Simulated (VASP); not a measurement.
# Ti3Al5 (Pmmm) in VASP: a series of runs

Ti3Al5 is run at these levels: PBEsol; tasks: single point.

Program: VASP 6.6.1. These are calculated values, not measurements. Logs are shortened: lines on timing, memory, paths and dates and some standing lists are left out, and cuts for length are marked.

### Step 1. The cell of the first run

It takes space group Pmmm (No. 47, orthorhombic). Conventional cell: a = 3.885 Å, b = 4.002 Å, c = 8.536 Å, α = 90.00°, β = 90.00°, γ = 90.00°. Within 3.7 Å of Ti (site symmetry mm2) lie 10 Al at 2.79 to 3.02 Å and 2 Ti at 2.98 Å. Within 3.7 Å of Ti (site symmetry mmm) lie 8 Al at 2.79 to 2.87 Å and 4 Ti at 2.98 Å. Within 3.7 Å of Al (site symmetry mmm) lie 8 Ti at 2.79 to 3.02 Å and 4 Al at 2.83 Å. Al (site symmetry mmm) has 8 Al at 2.79 to 2.94 Å and 4 Ti at 2.84 Å within 3.7 Å. Within 3.7 Å of Al (site symmetry mmm) lie 8 Al at 2.79 to 2.98 Å and 4 Ti at 2.79 Å. Al (site symmetry mm2) has 6 Ti at 2.80 to 2.87 Å and 6 Al at 2.83 to 2.98 Å within 3.7 Å.

### Step 2. Single point, PBEsol (strain +0.0600 x Voigt [0, 0, 1, 0, 0, 0])

INCAR

```
ALGO = Fast
EDIFF = 1E-6
ENCUT = 520
GGA = PS
ISIF = 2
ISMEAR = 0
LASPH = T
LCHARG = T
LELF = T
LREAL = F
LVHAR = T
LWAVE = F
NBANDS = 36
NELM = 100
PREC = Accurate
SIGMA = 0.15
```

KPOINTS

```
k-points
0
Gamma
  10 10 6
```

POSCAR

```
Ti3Al5
1.0
    3.8854354518      0.0000000000      0.0000000000
    0.0000000000      4.0017892621      0.0000000000
    0.0000000000      0.0000000000      8.5355834574
Ti Al
3 5
Direct
    0.0000000000      0.5000000000      0.2646132917
    0.0000000000      0.5000000000      0.7353867083
    0.5000000000      0.5000000000      0.0000000000
    0.0000000000      0.0000000000      0.0000000000
    0.0000000000      0.0000000000      0.5000000000
    0.5000000000      0.5000000000      0.5000000000
    0.5000000000      0.0000000000      0.2417027397
    0.5000000000      0.0000000000      0.7582972603
```

Potentials or basis: VASP PAW PBE potentials, release 64 (Ti_sv, Al).

The run is started by

```console
cat potpaw_PBE.64/Ti_sv/POTCAR potpaw_PBE.64/Al/POTCAR > POTCAR
mpirun -np 1 vasp_std > vasp.out
```

OUTCAR:

```text
EDIFF = 1E-6
   ENCUT = 520
   GGA = PS
   ISIF = 2
   ISMEAR = 0
   LASPH = T
   LREAL = F
   NELM = 100
   PREC = Accurate

 ion  position               nearest neighbor table
   1  0.000  0.500  0.265-   6 2.79   6 2.79   7 2.80   7 2.80   7 2.80   7 2.80   5 2.84   5 2.84
                             4 3.02   4 3.02
   2  0.000  0.500  0.735-   6 2.79   6 2.79   8 2.80   8 2.80   8 2.80   8 2.80   5 2.84   5 2.84
                             4 3.02   4 3.02
   3  0.500  0.500  0.000-   4 2.79   4 2.79   4 2.79   4 2.79   7 2.87   8 2.87   8 2.87   7 2.87

   4  0.000  0.000  0.000-   3 2.79   3 2.79   3 2.79   3 2.79   8 2.83   7 2.83   8 2.83   7 2.83
                             1 3.02   1 3.02   2 3.02   2 3.02
   5  0.000  0.000  0.500-   6 2.79   6 2.79   6 2.79   6 2.79   2 2.84   2 2.84   1 2.84   1 2.84
                             8 2.94   7 2.94   8 2.94   7 2.94
   6  0.500  0.500  0.500-   5 2.79   5 2.79   5 2.79   5 2.79   1 2.79   2 2.79   1 2.79   2 2.79
                             8 2.98   7 2.98   7 2.98   8 2.98
   7  0.500  0.000  0.242-   1 2.80   1 2.80   1 2.80   1 2.80   4 2.83   4 2.83   3 2.87   3 2.87
                             5 2.94   5 2.94   6 2.98   6 2.98
   8  0.500  0.000  0.758-   2 2.80   2 2.80   2 2.80   2 2.80   4 2.83   4 2.83   3 2.87   3 2.87
                             5 2.94   5 2.94   6 2.98   6 2.98

  LATTYP: Found a simple orthorhombic cell.
 ALAT       =     3.8854354518
 B/A-ratio  =     1.0299461442
 C/A-ratio  =     2.1968151481

  Lattice vectors:

 A1 = (   3.8854354518,   0.0000000000,   0.0000000000)
 A2 = (   0.0000000000,   4.0017892621,   0.0000000000)
 A3 = (   0.0000000000,   0.0000000000,   8.5355834574)

Analysis of symmetry for initial positions (statically):
=====================================================================
 Subroutine PRICEL returns:
 Original cell was already a primitive cell.

 Routine SETGRP: Setting up the symmetry group for a
 simple orthorhombic supercell.

 Subroutine GETGRP returns: Found  8 space group operations
 (whereof  8 operations were pure point group operations)
 out of a pool of  8 trial point group operations.

The static configuration has the point symmetry D_2h.

Analysis of symmetry for dynamics (positions and initial velocities):
=====================================================================
 Subroutine PRICEL returns:
 Original cell was already a primitive cell.

 Routine SETGRP: Setting up the symmetry group for a
 simple orthorhombic supercell.

 Subroutine GETGRP returns: Found  8 space group operations
 (whereof  8 operations were pure point group operations)
 out of a pool of  8 trial point group operations.

The dynamic configuration has the point symmetry D_2h.

 Subroutine INISYM returns: Found  8 space group operations
 (whereof  8 operations are pure point group operations),
 and found     1 'primitive' translations

----------------------------------------------------------------------------------------

                                     Primitive cell

  volume of cell :     132.7172

  direct lattice vectors                    reciprocal lattice vectors
     3.885435452  0.000000000  0.000000000     0.257371410  0.000000000  0.000000000
     0.000000000  4.001789262  0.000000000     0.000000000  0.249888221  0.000000000
     0.000000000  0.000000000  8.535583457     0.000000000  0.000000000  0.117156607

  length of vectors
     3.885435452  4.001789262  8.535583457     0.257371410  0.249888221  0.117156607

  position of ions in fractional coordinates (direct lattice)
     0.000000000  0.500000000  0.264613292
     0.000000000  0.500000000  0.735386708
     0.500000000  0.500000000  0.000000000
     0.000000000  0.000000000  0.000000000
     0.000000000  0.000000000  0.500000000
     0.500000000  0.500000000  0.500000000
     0.500000000  0.000000000  0.241702740
     0.500000000  0.000000000  0.758297260

  ion indices of the primitive-cell ions
   primitive index   ion index
                 1           1
                 2           2
                 3           3
                 4           4
                 5           5
                 6           6
                 7           7
                 8           8

----------------------------------------------------------------------------------------

 KPOINTS: k-points

Automatic generation of k-mesh.
 Grid dimensions read from file:
 generate k-points for:   10   10    6

 Generating k-lattice:

  Cartesian coordinates                     Fractional coordinates (reciprocal lattice)
     0.025737141  0.000000000  0.000000000     0.100000000  0.000000000  0.000000000
     0.000000000  0.024988822  0.000000000     0.000000000  0.100000000  0.000000000
     0.000000000  0.000000000  0.019526101     0.000000000  0.000000000  0.166666667

  Length of vectors
     0.025737141  0.024988822  0.019526101

  Shift w.r.t. Gamma in fractional coordinates (k-lattice)
     0.000000000  0.000000000  0.000000000

 Subroutine IBZKPT returns following result:
 ===========================================

 Found    144 irreducible k-points:

 Following reciprocal coordinates:
            Coordinates               Weight
  0.000000  0.000000  0.000000      1.000000
  0.100000  0.000000  0.000000      2.000000
  0.200000  0.000000  0.000000      2.000000
  0.300000  0.000000  0.000000      2.000000
  0.400000  0.000000  0.000000      2.000000
  0.500000  0.000000  0.000000      1.000000
[... 16 lines left out ...]
  0.400000  0.300000  0.000000      4.000000
  0.500000  0.300000  0.000000      2.000000
 [... further k-points ...]
   k-points           NKPTS =    144   k-points in BZ     NKDIM =    144   number of bands    NBANDS=     36
   number of dos      NEDOS =    301   number of ions     NIONS =      8
   total plane-waves  NPLWV =  57600
   dimension x,y,z NGX =    30 NGY =   30 NGZ =   64
   dimension x,y,z NGXF=    60 NGYF=   60 NGZF=  128
   ions per type =               3   5
   NGX,Y,Z   is equivalent  to a cutoff of  12.84, 12.46, 12.47 a.u.
   NGXF,Y,Z  is equivalent  to a cutoff of  25.67, 24.93, 24.93 a.u.
 SYSTEM =  unknown system
   PREC   = accura    normal or accurate (medium, high low for compatibility)
   ISTART =      0    job   : 0-new  1-cont  2-samecut
   ICHARG =      2    charge: 1-file 2-atom 10-const
   ISPIN  =      1    spin polarized calculation?
   LNONCOLLINEAR =      F non collinear calculations
   LSORBIT =      F    spin-orbit coupling
   LASPH  =      T    aspherical Exc in radial PAW
   ENCUT  =  520.0 eV  38.22 Ry    6.18 a.u.   7.22  7.44 15.87*2*pi/ulx,y,z
   NELM   =    100;   NELMIN=  2; NELMDL= -5     # of ELM steps
   EDIFF  = 0.1E-05   stopping-criterion for ELM
   LREAL  =      F    real-space projection
   EDIFFG = 0.1E-04   stopping-criterion for IOM
   NSW    =      0    number of steps for IOM
   IBRION =     -1    ionic relax: 0-MD 1-quasi-New 2-CG
   NFREE  =      0    steps in history (QN), initial steepest desc. (CG)
   ISIF   =      2    stress and relaxation
   ISYM   =      2    0-nonsym 1-usesym 2-fastsym
   POTIM  = 0.5000    time-step for ionic-motion
   TEBEG  =    0.0;   TEEND  =   0.0 temperature during run
   PSTRESS=    0.0 pullay stress
   NELECT =      51.0000    total number of electrons
   NUPDOWN=      -1.0000    fix difference up-down
   EMIN   =  10.00;   EMAX   =-10.00  energy-range for DOS
   EFERMI =   0.00;   METHOD = LEGACY
   ISMEAR =     0;   SIGMA  =   0.15  broadening in eV -4-tet -1-fermi 0-gaus
   EFERMI_NEDOS =   21; number of points for ismear=-14 and -15
   IALGO  =     68    algorithm
   IMIX   =      4    mixing-type and parameters
     AMIX     =   0.40;   BMIX     =  1.00
     AMIX_MAG =   1.60;   BMIX_MAG =  1.00
  volume/ion in A,a.u.               =      16.59       111.95
  Fermi-wavevector in a.u.,A,eV,Ry     =   1.190207  2.249165 19.273915  1.416593
  Thomas-Fermi vector in A             =   2.326297
   LORBIT       =      0    0 simple, 1 ext, 2 COOP (PROOUT), +10 PAW based schemes
   GGA     = PS    functional components
   LHFCALC =     F    Hartree Fock is set to
   AEXX    =    0.0000 exact exchange contribution
   IVDW    =     0    specifies the selected vdW correction
   LEPSILON=     F    determine dielectric tensor
   LRPA    =     F    only Hartree local field effects (RPA)
 non-spin polarized calculation
 RMM-DIIS sequential band-by-band and
 Gauss-broadening in eV      SIGMA  =   0.15
  energy-cutoff  :      520.00
  volume of cell :      132.72
 maximum number of plane-waves:      3612
 NGX is ok and might be reduce to    30
   NGX = 15   NGY = 15   NGZ = 31

 number of electron      51.0000002 magnetization

 Free energy of the ion-electron system (eV)
  ---------------------------------------------------
  ext. energy  EPLUGINS =         0.00000000
  ---------------------------------------------------
  free energy    TOTEN  =       -48.56605468 eV

  energy without entropy =      -48.50423697  energy(sigma->0) =      -48.53514583

 E-fermi :   7.9989     XC(G=0): -10.8402

 val. band max:        7.9980584383   @ k =   0.1000   0.4000   0.3333
 cond. band min:       8.0023475955   @ k =   0.2000   0.3000   0.0000
 fundamental gap:      0.0042891571
 Fermi energy:         7.9988972936

 k-point     1 :       0.0000    0.0000    0.0000
  band No.  band energies     occupation
      1     -48.5498      2.00000
      2     -48.5464      2.00000
      3     -48.3935      2.00000
      4     -24.9943      2.00000
      5     -24.9889      2.00000
      6     -24.9471      2.00000
[... 28 lines left out ...]
     35      11.4786      0.00000
     36      11.5770      0.00000

 k-point     2 :       0.1000    0.0000    0.0000
  band No.  band energies     occupation
      1     -48.5494      2.00000
      2     -48.5463      2.00000
      3     -48.3937      2.00000
      4     -24.9937      2.00000
      5     -24.9887      2.00000
      6     -24.9458      2.00000
[... 28 lines left out ...]
     35      11.0207      0.00000
     36      11.4151      0.00000
[... 817 lines left out ...]
     35      10.3822      0.00000
     36      10.7065      0.00000

 k-point    24 :       0.5000    0.3000    0.0000
  band No.  band energies     occupation
      1     -48.5453      2.00000
      2     -48.5450      2.00000
      3     -48.3952      2.00000
      4     -24.9981      2.00000
      5     -24.9970      2.00000
      6     -24.9656      2.00000
[... 28 lines left out ...]
     35      10.4678      0.00000
     36      10.4742      0.00000

 [... further k-points ...]
[... 5 lines left out ...]
  --------------------------------------------------------------------------------------
  -------------------------------------------------------------------------------------
  Total       -3.0328929     -2.7008348     -8.9736769      0.0000000      0.0000000      0.0000000
  in kB      -36.6134393    -32.6047947   -108.3312827      0.0000000      0.0000000      0.0000000
  external PRESSURE =     -59.1831722 kB  Pullay stress =       0.0000000 kB

 VOLUME and BASIS-vectors are now :
 -----------------------------------------------------------------------------
  energy-cutoff  :      520.00
  volume of cell :      132.72
      direct lattice vectors                 reciprocal lattice vectors
     3.885435452  0.000000000  0.000000000     0.257371410  0.000000000  0.000000000
     0.000000000  4.001789262  0.000000000     0.000000000  0.249888221  0.000000000
     0.000000000  0.000000000  8.535583457     0.000000000  0.000000000  0.117156607

 POSITION                                       TOTAL-FORCE (eV/Angst)
 -----------------------------------------------------------------------------------
      0.00000      2.00089      2.25863        -0.000000     -0.000000      0.126360
      0.00000      2.00089      6.27695         0.000000     -0.000000     -0.126360
      1.94272      2.00089      0.00000         0.000000      0.000000      0.000000
      0.00000      0.00000      0.00000         0.000000      0.000000      0.000000
      0.00000      0.00000      4.26779         0.000000      0.000000      0.000000
      1.94272      2.00089      4.26779         0.000000      0.000000      0.000000
      1.94272      0.00000      2.06307        -0.000000      0.000000     -0.116269
      1.94272      0.00000      6.47251         0.000000      0.000000      0.116269
 -----------------------------------------------------------------------------------
    total drift:                               -0.000000      0.000000      0.000000

  FREE ENERGIE OF THE ION-ELECTRON SYSTEM (eV)
  ---------------------------------------------------
  free  energy   TOTEN  =       -48.5660546840 eV

  energy  without entropy=      -48.5042369704  energy(sigma->0) =      -48.53514583
```

Wall time 30 min (1 thread of Intel Xeon Platinum 8488C (Sapphire Rapids), shared host); peak memory 0.61 GiB.

Results:

| Property | Result |
| --- | --- |
| Free energy | -48.5661 eV |
| Pressure | -5.9 GPa |
| Largest force | 0.126 eV/Å |

Forces in eV/Å, atoms in the order of the input:
```
Ti   0.000  0.000  0.126
Ti   0.000  0.000 -0.126
Ti   0.000  0.000  0.000
Al   0.000  0.000  0.000
Al   0.000  0.000  0.000
Al   0.000  0.000  0.000
Al   0.000  0.000 -0.116
Al   0.000  0.000  0.116
```

Stress tensor (GPa, compression positive):
```
 -3.66   0.00   0.00
  0.00  -3.26   0.00
  0.00   0.00 -10.83
```

Caveat: the cell differs from its parent crystal (strain +0.0600 x Voigt [0, 0, 1, 0, 0, 0]); the PAW data sets were made with another functional, which shifts forces and pressure a little.

### Step 3. Single point, PBEsol (strain +0.0525 x Voigt [0, 0, 1, 0, 0, 0])

INCAR

```
ALGO = Fast ; EDIFF = 1E-6
ENCUT = 520 ; GGA = PS
ISIF = 2 ; ISMEAR = 0
LASPH = T ; LCHARG = F
LREAL = F ; LWAVE = F
NBANDS = 36 ; NELM = 100
PREC = Accurate ; SIGMA = 0.15
```

KPOINTS is that of step 2.

POSCAR, as its differences from that of step 2:

```diff
@@ -4,3 +4,3 @@
     0.0000000000      4.0017892621      0.0000000000
-    0.0000000000      0.0000000000      8.5355834574
+    0.0000000000      0.0000000000      8.4751901783
 Ti Al
```

Potentials or basis: VASP PAW PBE potentials, release 64 (Ti_sv, Al).

The run is started by

```console
cat potpaw_PBE.64/Ti_sv/POTCAR potpaw_PBE.64/Al/POTCAR > POTCAR
mpirun -np 1 vasp_std > vasp.out
```

It took 17 min on 1 thread of Intel Xeon Platinum 8559C (Emerald Rapids), shared host; peak memory 0.61 GiB.

Results (log left out):

* Free energy: -48.6257 eV
* Pressure: -5.2 GPa
* Largest force: 0.115 eV/Å

Forces in eV/Å, atoms in the order of the input:
```
Ti   0.000  0.000  0.115
Ti   0.000  0.000 -0.115
Ti   0.000  0.000  0.000
Al   0.000  0.000  0.000
Al   0.000  0.000  0.000
Al   0.000  0.000  0.000
Al   0.000  0.000 -0.104
Al   0.000  0.000  0.104
```

Stress tensor (GPa, compression positive):
```
-3.23  0.00  0.00
 0.00 -2.89  0.00
 0.00  0.00 -9.60
```

Levels at points of the mesh, in eV from the Fermi level:
```csv
k point,band 22,band 23,band 24,band 25,band 26,band 27,band 28,band 29,band 30,band 31
"(0.00, 0.00, 0.00)",-1.02,-0.58,-0.44,-0.38,-0.04,0.24,0.72,0.76,0.77,0.99
"(0.50, 0.00, 0.00)",-1.28,-1.28,-0.96,-0.66,0.03,0.73,1.16,1.17,1.48,1.56
"(0.00, 0.50, 0.00)",-0.64,-0.29,-0.11,0.10,0.68,0.96,1.03,1.31,1.47,1.53
"(0.50, 0.50, 0.00)",-2.16,-1.74,-0.97,-0.83,-0.27,-0.24,0.84,1.26,1.28,1.32
"(0.00, 0.00, 0.50)",-0.73,-0.60,-0.43,-0.30,-0.06,0.29,0.45,0.66,0.97,1.05
"(0.50, 0.00, 0.50)",-1.15,-0.88,-0.71,-0.57,-0.45,0.95,1.01,1.39,1.41,1.49
"(0.00, 0.50, 0.50)",-1.12,-0.60,0.55,0.72,0.77,0.82,1.02,1.10,1.29,1.38
"(0.50, 0.50, 0.50)",-2.06,-1.90,-1.63,-1.12,-0.75,-0.31,1.28,1.30,1.40,1.46
```

Caveat: the cell differs from its parent crystal (strain +0.0525 x Voigt [0, 0, 1, 0, 0, 0]); the PAW data sets were made with another functional, which shifts forces and pressure a little.
